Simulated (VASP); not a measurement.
A run of VASP 6.6.1 is set up as follows.

INCAR

```
ALGO = Normal ; EDIFF = 1E-6
ENCUT = 520 ; GGA = PE
GGA_COMPAT = False ; ISIF = 2
ISMEAR = -1 ; LASPH = True
LCHARG = False ; LREAL = Auto
LWAVE = False ; NBANDS = 88
NELECT = 134.0 ; NELM = 120
PREC = Accurate ; SIGMA = 0.01
```

File KPOINTS:

```
k-points
0
Gamma
  1 1 1
```

Contents of POSCAR:

```
GaC30
1.0
   -3.5716218665      3.5716218665      3.5716218665
    3.5716218665     -3.5716218665      3.5716218665
    3.5716218665      3.5716218665     -3.5716218665
C Ga
30 1
Direct
    0.0061315030      0.0053313532      0.0051297715
    0.0061351287      0.2548088598      0.7556119251
    0.0022936293      0.5021942799      0.5045421383
    0.0022289922      0.7542754761      0.2524670624
    0.2557587299      0.0039207422      0.7541926153
    0.2534725161      0.2510136424      0.5045276211
    0.2534321670      0.7542263256      0.0012826835
    0.4994838460      0.0183264785      0.4984580291
    0.5055674558      0.2509928727      0.2524491269
    0.5055496329      0.5021240678      0.0012533119
    0.4994753502      0.7481768472      0.7686004055
    0.7552473355      0.0039434103      0.2546862641
    0.7566190874      0.2547945756      0.0050808465
    0.7552241100      0.5044044516      0.7542407411
    0.7696044867      0.7481954003      0.4985152171
    0.0022092799      0.0013513243      0.7516417632
    0.0035075518      0.2522258452      0.5020452531
   -0.0107848745      0.5080470054      0.2583120016
    0.0034893982      0.7517405336      0.0025029989
    0.2532176721      0.0052399906      0.5042411740
    0.2593213698      0.2379542511      0.2582899192
    0.2592929111      0.5079722764     -0.0117391905
    0.2532235917      0.7539595303      0.7555389611
    0.5052866050      0.0051829041      0.2522140866
    0.5030683186      0.2521819512      0.0024862339
    0.5053099162      0.5019338832      0.7555364017
    0.7527106240      0.0014140349      0.0012166746
    0.7527085649      0.2509130935      0.7516601373
    0.7565471768      0.5019509287      0.5043326866
    0.7565226084      0.7540463366      0.2522778980
    0.3794614051      0.6282247172      0.3785479978
```

Potentials or basis: VASP PAW PBE potentials, release 64 (C, Ga_d).

The run is started by

```bash
$ cat potpaw_PBE.64/C/POTCAR potpaw_PBE.64/Ga_d/POTCAR > POTCAR
$ mpirun -np 1 vasp_gam > vasp.out
```

Problem. What does it give for the largest force?

Solution. 0.673 eV/Å.

Forces on the atoms (eV/Å):
```
C    0.177 -0.013  0.186
C    0.182  0.179 -0.010
C   -0.258  0.311  0.521
C   -0.266  0.531  0.315
C   -0.119  0.165  0.161
C    0.307 -0.254  0.526
C    0.303  0.531 -0.256
C   -0.150 -0.111 -0.151
C    0.525 -0.259  0.302
C    0.538  0.308 -0.261
C   -0.147 -0.145 -0.111
C    0.178  0.171 -0.128
C    0.002  0.185  0.186
C    0.167 -0.122  0.176
C   -0.111 -0.154 -0.147
C    0.020 -0.181 -0.183
C   -0.167 -0.160  0.134
C    0.103  0.143  0.138
C   -0.159  0.131 -0.161
C   -0.529  0.274 -0.309
C    0.142  0.104  0.138
C    0.139  0.139  0.112
C   -0.530 -0.309  0.275
C   -0.301  0.257 -0.522
C    0.132 -0.165 -0.160
C   -0.308 -0.532  0.261
C   -0.189 -0.185  0.009
C   -0.182  0.013 -0.191
C    0.261 -0.536 -0.310
C    0.253 -0.309 -0.535
Ga  -0.012 -0.007 -0.003
```

Caveat: the k points lie up to 1.24 Å⁻¹ apart; the cell carries a net charge on a neutralising background, which shifts energy and pressure.
